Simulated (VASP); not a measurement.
Set up this calculation in VASP 6.6.1, as the native input.

```yaml
Task: single point
Functional: HSE06
Potentials_or_basis: VASP PAW PBE potentials, release 64 (Sn_d, S)
Cutoff: 400 eV
k_mesh: 6 × 6 × 2
Occupations: gaussian, width 0.01 eV
Spin: no spin polarisation
Dipole_correction: no
Grid_for_exact_exchange_PRECFOCK: Normal
Further_INCAR_settings: ALGO = Normal; EDIFF = 1e-06; NBANDS = 20
Share_of_exact_exchange: 0.25
Screening_parameter: 0.2079 1/Å
```

Crystal: SnS2.

```
CELL_PARAMETERS angstrom
3.66075 0.00000 0.00000
-1.83038 3.17031 0.00000
0.00000 0.00000 5.96178
ATOMIC_POSITIONS crystal
Sn 0.00000 0.00000 0.00000
S 0.33333 0.66667 0.24559
S 0.66667 0.33333 0.75441
```

The input as run:

POSCAR

```
SnS2
1.0
    3.6607548066      0.0000000000      0.0000000000
   -1.8303774033      3.1703066595      0.0000000000
    0.0000000000      0.0000000000      5.9617808738
Sn S
1 2
Direct
    0.0000000000      0.0000000000      0.0000000000
    0.3333333333      0.6666666667      0.2455905351
    0.6666666667      0.3333333333      0.7544094649
```

INCAR.step1

```
ALGO = Normal
EDIFF = 1E-5
ENCUT = 400
GGA = PE
GGA_COMPAT = F
ISIF = 2
ISMEAR = 0
LASPH = T
LREAL = F
LWAVE = T
NBANDS = 20
NELM = 120
PREC = Accurate
SIGMA = 0.01
```

INCAR.step2

```
ALGO = Normal
EDIFF = 1E-6
ENCUT = 400
GGA = PE
GGA_COMPAT = F
HFSCREEN = 0.2079
ISIF = 2
ISMEAR = 0
ISTART = 1
LASPH = T
LCHARG = T
LELF = T
LHFCALC = T
LREAL = F
LVHAR = T
LWAVE = F
NBANDS = 20
NELM = 120
PREC = Accurate
PRECFOCK = Normal
SIGMA = 0.01
```

KPOINTS

```
k-points
0
Gamma
  6 6 2
```

Potentials or basis: VASP PAW PBE potentials, release 64 (Sn_d, S).

Launch:

```console
$ cat potpaw_PBE.64/Sn_d/POTCAR potpaw_PBE.64/S/POTCAR > POTCAR
$ cp INCAR.step1 INCAR
$ mpirun -np 1 vasp_std > vasp.out
$ cp INCAR.step2 INCAR
$ mpirun -np 1 vasp_std > vasp.out
```

Results of the run:

```json
{
 "Pressure": "-0.3 GPa",
 "Largest force": "0.265 eV/Å",
 "Band gap on the k mesh": "2.43 eV (least direct gap 2.80 eV)"
}
```

Caveat: the k points lie up to 0.53 Å⁻¹ apart; the PAW data sets were made with another functional, which shifts forces and pressure a little; spin-orbit coupling is left out, which moves the levels of the heavy elements; this functional lacks dispersion, which binds the layers, so the pressure and a relaxed spacing across them are unreliable.

It took 22 min on 1 thread of AMD EPYC 7R13, on a shared host, peak memory 0.24 GiB.
